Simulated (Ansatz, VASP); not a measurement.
## Au: VASP beside Ansatz

The input INCAR:

```
ALGO = Fast
EDIFF = 1E-6
ENCUT = 520
GGA = PE
ISIF = 2
ISMEAR = 0
LASPH = True
LCHARG = True
LELF = True
LREAL = False
LVHAR = True
LWAVE = False
NBANDS = 30
NELM = 80
PREC = Accurate
SIGMA = 0.1
```

KPOINTS

```
k-points
0
Gamma
  9 9 13
```

File POSCAR:

```
Au
1.0
    5.5726950358      0.0010319514     -0.1411499699
   -2.7854538218      4.8266114443      0.1411499699
   -1.4578362785      0.8416821678      2.6463267463
Au
4
Direct
    0.0000000000      0.5000000000      0.0000000000
    0.5000000000      0.5000000000      0.0000000000
    0.0000000000      0.0000000000      0.0000000000
    0.5000000000      0.0000000000      0.0000000000
```

Input for Ansatz:

```yaml
crystal:
  lattice:
    - [5.5726950358, 0.0010319514, -0.1411499699]
    - [-2.7854538218, 4.8266114443, 0.1411499699]
    - [-1.4578362785, 0.8416821678, 2.6463267463]
  atoms:
    - { symbol: Au, position: [0.0, 0.5, 0.0] }
    - { symbol: Au, position: [0.5, 0.5, 0.0] }
    - { symbol: Au, position: [0.0, 0.0, 0.0] }
    - { symbol: Au, position: [0.5, 0.0, 0.0] }
basis:
  ecutwfc: 420
kpoints:
  mp_grid: { grid: [9, 9, 13] }
hamiltonian:
  xc: pbe
scf:
  occupations: { method: gaussian, width: 0.1 }
output:
  forces: true
  stress: true
  eigenvalues: true
```

Change from the starting cell: band edges of the strained film's bulk.

Alike in both runs: task single point; functional PBE; k mesh 9 × 9 × 13; occupations gaussian, width 0.1 eV; no spin polarisation.

|  | VASP | Ansatz |
| --- | --- | --- |
| version | VASP 6.6.1 | Ansatz 0.2.0 |
| potentials or method | VASP PAW PBE potentials, release 64 (Au), cutoff 520 eV | scalar-relativistic, plane waves, PAW |
| valence electrons in the cell | 44 | 76 |

|  | VASP | Ansatz | Ansatz less VASP |
| --- | --- | --- | --- |
| gap on the k mesh at the Fermi level (eV) | none | none | - |
| pressure (GPa) | 7.3 | 7.5 | +0.28 |
| traceless stress, the component that is largest in VASP (GPa) | -7.45 | -7.54 | -0.093 |

A gap of «none» marks a metal or a gap that the smearing closes. With one functional, cell and mesh, what is left measures potentials, basis and numerics. VASP's potentials hold 44 valence electrons a cell and Ansatz's 76, so a difference there can come from the potentials and not from the codes.

Spin-orbit coupling is off throughout.
